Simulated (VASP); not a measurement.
# SnO in VASP: notebook

SnO is run at these levels: PBEsol; tasks: single point.

Program: VASP 6.6.1. These are calculated values, not measurements. Logs are shortened: lines on timing, memory, paths and dates and some standing lists are left out, and cuts for length are marked.

### Step 1. The cell of the first run

The structure is tetragonal, space group P4/nmm (No. 129). Conventional cell: a = 3.729 Å, b = 3.729 Å, c = 4.796 Å, α = 90.00°, β = 90.00°, γ = 90.00°. Within 2.9 Å of Sn (site symmetry 4mm) lie 4 O at 2.21 Å. Within 2.9 Å of O (site symmetry -4m2) lie 4 Sn at 2.21 Å and 4 O at 2.64 Å.

### Step 2. Single point, PBEsol (biaxial strain in the a-b plane: -2.0 %, then relaxed in part)

INCAR

```
  PREC = Accurate
  ENCUT = 520
  EDIFF = 1E-6
  ISMEAR = 0
  SIGMA = 0.1
  LREAL = False
  LASPH = True
  NELM = 100
  ALGO = Normal
  ISIF = 2
  LWAVE = False
  LCHARG = True
  GGA = PS
  LELF = True
  LVHAR = True
  NBANDS = 28
```

KPOINTS

```
regular mesh
0
Gamma
  14 14 12
```

POSCAR

```
SnO
1.0
    3.7291880916      0.0000000000      0.0000000000
    0.0000000000      3.7291880916      0.0000000000
    0.0000000000      0.0000000000      4.7962772969
Sn O
2 2
Direct
    0.0000000000      0.5000000000      0.2459999795
    0.5000000000      0.0000000000      0.7540000205
    0.5000000000      0.5000000000      0.0000000000
    0.0000000000      0.0000000000      0.0000000000
```

Potentials or basis: VASP PAW PBE potentials, release 64 (Sn_d, O).

Started as:

```bash
$ cat potpaw_PBE.64/Sn_d/POTCAR potpaw_PBE.64/O/POTCAR > POTCAR
$ mpirun -np 1 vasp_std > vasp.out
```

OUTCAR:

```text
PREC = Accurate
   ENCUT = 520
   EDIFF = 1E-6
   ISMEAR = 0
   LREAL = False
   LASPH = True
   NELM = 100
   ISIF = 2
   GGA = PS

 ion  position               nearest neighbor table
   1  0.000  0.500  0.246-   3 2.21   4 2.21   4 2.21   3 2.21   2 3.54   2 3.54   2 3.54   2 3.54
                             2 3.59   2 3.59   2 3.59   2 3.59
   2  0.500  0.000  0.754-   3 2.21   4 2.21   3 2.21   4 2.21   1 3.54   1 3.54   1 3.54   1 3.54
                             1 3.59   1 3.59   1 3.59   1 3.59
   3  0.500  0.500  0.000-   1 2.21   2 2.21   2 2.21   1 2.21
   4  0.000  0.000  0.000-   1 2.21   2 2.21   1 2.21   2 2.21

  LATTYP: Found a simple tetragonal cell.
 ALAT       =     3.7291880916
 C/A-ratio  =     1.2861451820

  Lattice vectors:

 A1 = (   3.7291880916,   0.0000000000,   0.0000000000)
 A2 = (   0.0000000000,   3.7291880916,   0.0000000000)
 A3 = (   0.0000000000,   0.0000000000,   4.7962772969)

Analysis of symmetry for initial positions (statically):
=====================================================================
 Subroutine PRICEL returns:
 Original cell was already a primitive cell.

 Routine SETGRP: Setting up the symmetry group for a
 simple tetragonal supercell.

 Subroutine GETGRP returns: Found 16 space group operations
 (whereof  8 operations were pure point group operations)
 out of a pool of 16 trial point group operations.

The static configuration has the point symmetry D_2d.
 The point group associated with its full space group is D_4h.

Analysis of symmetry for dynamics (positions and initial velocities):
=====================================================================
 Subroutine PRICEL returns:
 Original cell was already a primitive cell.

 Routine SETGRP: Setting up the symmetry group for a
 simple tetragonal supercell.

 Subroutine GETGRP returns: Found 16 space group operations
 (whereof  8 operations were pure point group operations)
 out of a pool of 16 trial point group operations.

The dynamic configuration has the point symmetry D_2d.
 The point group associated with its full space group is D_4h.

 Subroutine INISYM returns: Found 16 space group operations
 (whereof  8 operations are pure point group operations),
 and found     1 'primitive' translations

----------------------------------------------------------------------------------------

                                     Primitive cell

  volume of cell :      66.7011

  direct lattice vectors                    reciprocal lattice vectors
     3.729188092  0.000000000  0.000000000     0.268154884  0.000000000  0.000000000
     0.000000000  3.729188092  0.000000000     0.000000000  0.268154884  0.000000000
     0.000000000  0.000000000  4.796277297     0.000000000  0.000000000  0.208495034

  length of vectors
     3.729188092  3.729188092  4.796277297     0.268154884  0.268154884  0.208495034

  position of ions in fractional coordinates (direct lattice)
     0.000000000  0.500000000  0.245999979
     0.500000000  0.000000000  0.754000021
     0.500000000  0.500000000  0.000000000
     0.000000000  0.000000000  0.000000000

  ion indices of the primitive-cell ions
   primitive index   ion index
                 1           1
                 2           2
                 3           3
                 4           4

----------------------------------------------------------------------------------------

 KPOINTS: regular mesh

Automatic generation of k-mesh.
 Grid dimensions read from file:
 generate k-points for:   14   14   12

 Generating k-lattice:

  Cartesian coordinates                     Fractional coordinates (reciprocal lattice)
     0.019153920  0.000000000  0.000000000     0.071428571  0.000000000  0.000000000
     0.000000000  0.019153920  0.000000000     0.000000000  0.071428571  0.000000000
     0.000000000  0.000000000  0.017374586     0.000000000  0.000000000  0.083333333

  Length of vectors
     0.019153920  0.019153920  0.017374586

  Shift w.r.t. Gamma in fractional coordinates (k-lattice)
     0.000000000  0.000000000  0.000000000

 Subroutine IBZKPT returns following result:
 ===========================================

 Found    252 irreducible k-points:

 Following reciprocal coordinates:
            Coordinates               Weight
  0.000000  0.000000  0.000000      1.000000
  0.071429  0.000000  0.000000      4.000000
  0.142857  0.000000  0.000000      4.000000
  0.214286  0.000000  0.000000      4.000000
  0.285714  0.000000  0.000000      4.000000
  0.357143  0.000000  0.000000      4.000000
[... 16 lines left out ...]
  0.285714  0.214286  0.000000      8.000000
  0.357143  0.214286  0.000000      8.000000
 [... further k-points ...]
   k-points           NKPTS =    252   k-points in BZ     NKDIM =    252   number of bands    NBANDS=     28
   number of dos      NEDOS =    301   number of ions     NIONS =      4
   total plane-waves  NPLWV =  28224
   dimension x,y,z NGX =    28 NGY =   28 NGZ =   36
   dimension x,y,z NGXF=    56 NGYF=   56 NGZF=   72
   ions per type =               2   2
   NGX,Y,Z   is equivalent  to a cutoff of  12.48, 12.48, 12.48 a.u.
   NGXF,Y,Z  is equivalent  to a cutoff of  24.96, 24.96, 24.96 a.u.
 SYSTEM =  unknown system
   PREC   = accura    normal or accurate (medium, high low for compatibility)
   ISTART =      0    job   : 0-new  1-cont  2-samecut
   ICHARG =      2    charge: 1-file 2-atom 10-const
   ISPIN  =      1    spin polarized calculation?
   LNONCOLLINEAR =      F non collinear calculations
   LSORBIT =      F    spin-orbit coupling
   LASPH  =      T    aspherical Exc in radial PAW
   ENCUT  =  520.0 eV  38.22 Ry    6.18 a.u.   6.93  6.93  8.92*2*pi/ulx,y,z
   NELM   =    100;   NELMIN=  2; NELMDL= -5     # of ELM steps
   EDIFF  = 0.1E-05   stopping-criterion for ELM
   LREAL  =      F    real-space projection
   EDIFFG = 0.1E-04   stopping-criterion for IOM
   NSW    =      0    number of steps for IOM
   IBRION =     -1    ionic relax: 0-MD 1-quasi-New 2-CG
   NFREE  =      0    steps in history (QN), initial steepest desc. (CG)
   ISIF   =      2    stress and relaxation
   ISYM   =      2    0-nonsym 1-usesym 2-fastsym
   POTIM  = 0.5000    time-step for ionic-motion
   TEBEG  =    0.0;   TEEND  =   0.0 temperature during run
   PSTRESS=    0.0 pullay stress
   NELECT =      40.0000    total number of electrons
   NUPDOWN=      -1.0000    fix difference up-down
   EMIN   =  10.00;   EMAX   =-10.00  energy-range for DOS
   EFERMI =   0.00;   METHOD = LEGACY
   ISMEAR =     0;   SIGMA  =   0.10  broadening in eV -4-tet -1-fermi 0-gaus
   EFERMI_NEDOS =   21; number of points for ismear=-14 and -15
   IALGO  =     38    algorithm
   IMIX   =      4    mixing-type and parameters
     AMIX     =   0.40;   BMIX     =  1.00
     AMIX_MAG =   1.60;   BMIX_MAG =  1.00
  volume/ion in A,a.u.               =      16.68       112.53
  Fermi-wavevector in a.u.,A,eV,Ry     =   1.380545  2.608852 25.931402  1.905904
  Thomas-Fermi vector in A             =   2.505412
   LORBIT       =      0    0 simple, 1 ext, 2 COOP (PROOUT), +10 PAW based schemes
   GGA     = PS    functional components
   LHFCALC =     F    Hartree Fock is set to
   AEXX    =    0.0000 exact exchange contribution
   IVDW    =     0    specifies the selected vdW correction
   LEPSILON=     F    determine dielectric tensor
   LRPA    =     F    only Hartree local field effects (RPA)
 non-spin polarized calculation
 Gauss-broadening in eV      SIGMA  =   0.10
  energy-cutoff  :      520.00
  volume of cell :       66.70
 maximum number of plane-waves:      1820
 NGX is ok and might be reduce to    28
   NGX = 13   NGY = 13   NGZ = 17

 number of electron      40.0000002 magnetization

 Free energy of the ion-electron system (eV)
  ---------------------------------------------------
  ext. energy  EPLUGINS =         0.00000000
  ---------------------------------------------------
  free energy    TOTEN  =       -24.18168739 eV

  energy without entropy =      -24.17971649  energy(sigma->0) =      -24.18070194

 E-fermi :   7.7510     XC(G=0): -10.7585

 val. band max:        7.7466698717   @ k =   0.1429   0.0714   0.0000
 cond. band min:       7.7595387232   @ k =   0.1429   0.0000   0.0000
 fundamental gap:      0.0128688515
 Fermi energy:         7.7510031487

 k-point     1 :       0.0000    0.0000    0.0000
  band No.  band energies     occupation
      1     -14.3919      2.00000
      2     -13.9206      2.00000
      3     -13.9150      2.00000
      4     -13.9150      2.00000
      5     -13.8583      2.00000
      6     -13.8534      2.00000
[... 20 lines left out ...]
     27      14.2392      0.00000
     28      14.5714      0.00000

 k-point     2 :       0.0714    0.0000    0.0000
  band No.  band energies     occupation
      1     -14.3893      2.00000
      2     -13.9189      2.00000
      3     -13.9144      2.00000
      4     -13.9132      2.00000
      5     -13.8588      2.00000
      6     -13.8509      2.00000
[... 20 lines left out ...]
     27      14.3558      0.00000
     28      15.0874      0.00000

 k-point     3 :       0.1429    0.0000    0.0000
  band No.  band energies     occupation
      1     -14.3817      2.00000
      2     -13.9255      2.00000
      3     -13.9124      2.00000
      4     -13.9082      2.00000
      5     -13.8763      2.00000
      6     -13.8600      2.00000
[... 20 lines left out ...]
     27      14.4741      0.00000
     28      16.2437      0.00000

 k-point     4 :       0.2143    0.0000    0.0000
  band No.  band energies     occupation
      1     -14.3699      2.00000
      2     -13.9951      2.00000
      3     -13.9086      2.00000
      4     -13.9002      2.00000
      5     -13.8877      2.00000
      6     -13.8614      2.00000
[... 578 lines left out ...]
     27      16.1463      0.00000
     28      16.5993      0.00000

 k-point    23 :       0.2857    0.2143    0.0000
  band No.  band energies     occupation
      1     -14.3555      2.00000
      2     -14.1693      2.00000
      3     -13.9093      2.00000
      4     -13.8786      2.00000
      5     -13.8690      2.00000
      6     -13.8649      2.00000
[... 20 lines left out ...]
     27      15.4772      0.00000
     28      16.5979      0.00000

 k-point    24 :       0.3571    0.2143    0.0000
  band No.  band energies     occupation
      1     -14.3462      2.00000
      2     -14.2255      2.00000
      3     -13.8984      2.00000
      4     -13.8725      2.00000
      5     -13.8715      2.00000
      6     -13.8658      2.00000
[... 20 lines left out ...]
     27      15.2792      0.00000
     28      16.3526      0.00000

 [... further k-points ...]

------------------------ aborting loop because EDIFF is reached ----------------------------------------

  FORCE on cell =-STRESS in cart. coord.  units (eV):
  Direction    XX          YY          ZZ          XY          YZ          ZX
  --------------------------------------------------------------------------------------
  -------------------------------------------------------------------------------------
  Total        1.6125210      1.6125210      0.1216668      0.0000000      0.0000000      0.0000000
  in kB       38.7331741     38.7331741      2.9224689      0.0000000      0.0000000      0.0000000
  external PRESSURE =      26.7962724 kB  Pullay stress =       0.0000000 kB

 VOLUME and BASIS-vectors are now :
 -----------------------------------------------------------------------------
  energy-cutoff  :      520.00
  volume of cell :       66.70
      direct lattice vectors                 reciprocal lattice vectors
     3.729188092  0.000000000  0.000000000     0.268154884  0.000000000  0.000000000
     0.000000000  3.729188092  0.000000000     0.000000000  0.268154884  0.000000000
     0.000000000  0.000000000  4.796277297     0.000000000  0.000000000  0.208495034

 POSITION                                       TOTAL-FORCE (eV/Angst)
 -----------------------------------------------------------------------------------
      0.00000      1.86459      1.17988         0.000000      0.000000      0.090267
      1.86459      0.00000      3.61639        -0.000000      0.000000     -0.090267
      1.86459      1.86459      0.00000         0.000000     -0.000000      0.000000
      0.00000      0.00000      0.00000         0.000000      0.000000      0.000000
 -----------------------------------------------------------------------------------
    total drift:                                0.000000      0.000000     -0.000000

  FREE ENERGIE OF THE ION-ELECTRON SYSTEM (eV)
  ---------------------------------------------------
  free  energy   TOTEN  =       -24.1816873864 eV

  energy  without entropy=      -24.1797164885  energy(sigma->0) =      -24.18070194
```

Run time: 2.3 min. Hardware: 1 thread of Intel Xeon 6975P-C (Granite Rapids), shared host; peak memory 0.46 GiB.

Results:

| Quantity | Value |
| --- | --- |
| Free energy | -24.1817 eV |
| Pressure | 2.7 GPa |
| Largest force | 0.090 eV/Å |
| Band gap on the k mesh | zero (bands 20 and 21 overlap by 0.48 eV) |

Forces in eV/Å, atoms in the order of the input:
```
Sn   0.000  0.000  0.090
Sn   0.000  0.000 -0.090
O    0.000  0.000  0.000
O    0.000  0.000  0.000
```

Levels at points of the mesh, in eV from the Fermi level:
```
           k point  band 18  band 19  band 20  band 21  band 22  band 23
(0.00, 0.00, 0.00)    -3.27    -3.27     0.10     2.27     4.42     4.47
(0.50, 0.00, 0.00)    -5.07    -3.12    -3.12     3.14     3.14     5.87
(0.50, 0.50, 0.00)    -2.59    -2.12    -2.12    -0.38    -0.38     4.12
(0.00, 0.00, 0.50)    -3.29    -3.04    -2.67     1.79     2.67     2.67
(0.50, 0.00, 0.50)    -5.03    -2.01    -2.01     2.49     2.49     5.33
(0.50, 0.50, 0.50)    -2.99    -2.59    -2.59     1.98     1.98     4.00
```

Caveat: the cell differs from its parent crystal (biaxial strain in the a-b plane: -2.0 %, then relaxed in part); semilocal functionals underestimate gaps, so a narrow gap can read as zero; the PAW data sets were made with another functional, which shifts forces and pressure a little; spin-orbit coupling is left out, which moves the levels of the heavy elements.

(Part 1 of 2 ends here.)
